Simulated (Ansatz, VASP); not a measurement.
Two plane-wave programs on NaGeBr3

The input INCAR:

```
SYSTEM = NaGeBr3
  ALGO = Normal
  EDIFF = 1E-6
  ENCUT = 970
  GGA = PE
  GGA_COMPAT = .False.
  ISIF = 2
  ISMEAR = -1
  LASPH = .True.
  LCHARG = .True.
  LELF = .True.
  LREAL = .False.
  LVHAR = .True.
  LWAVE = .False.
  NBANDS = 30
  NELM = 120
  PREC = Accurate
  SIGMA = 0.02
```

KPOINTS

```
k-points
0
Gamma
  6 6 6
  0 0 0
```

POSCAR

```
NaGeBr3
1.0
    5.5553114036      0.0000000000      0.0000000000
    0.0000000000      5.5553114036      0.0000000000
    0.0000000000      0.0000000000      5.5553114036
Na Ge Br
1 1 3
Direct
    0.0000000000      0.0000000000      0.0000000000
    0.5000000000      0.5000000000      0.5000000000
    0.5000000000      0.5000000000      0.0000000000
    0.5000000000      0.0000000000      0.5000000000
    0.0000000000      0.5000000000      0.5000000000
```

Input for Ansatz:

```yaml
crystal:
  lattice:
    - [5.5553114036, 0.0, 0.0]
    - [0.0, 5.5553114036, 0.0]
    - [0.0, 0.0, 5.5553114036]
  atoms:
    - { symbol: Na, position: [0.0, 0.0, 0.0] }
    - { symbol: Ge, position: [0.5, 0.5, 0.5] }
    - { symbol: Br, position: [0.5, 0.5, 0.0] }
    - { symbol: Br, position: [0.5, 0.0, 0.5] }
    - { symbol: Br, position: [0.0, 0.5, 0.5] }
kpoints:
  mp_grid: { grid: [6, 6, 6] }
  band_path:
    path: [[0.0, 0.0, 0.0], [0.0, 0.5, 0.0], [0.5, 0.5, 0.0], [0.5, 0.5, 0.5]]
    npoints: 1
hamiltonian:
  xc: pbe
scf:
  occupations: { method: fermi_dirac, width: 0.02 }
  n_extra_bands: 5
output:
  forces: true
  stress: true
  eigenvalues: true
```

Change from the starting cell: hydrostatic strain +1.5%.

Alike in both runs: task single point; functional PBE; k mesh 6 × 6 × 6; occupations fermi-dirac, width 0.02 eV; no spin polarisation.

```csv
,VASP,Ansatz
version,VASP 6.6.1,Ansatz 0.2.0
potentials or method,"VASP PAW PBE potentials, release 64 (Na_sv, Ge_d, Br)","plane waves, PAW"
plane-wave cutoff (eV),970,420
valence electrons in the cell,44,44
```

```tsv
	VASP	Ansatz	Ansatz less VASP
pressure (GPa)	-0.7	-0.6	+0.09
```

With one functional, cell and mesh, what is left measures potentials, basis and numerics.
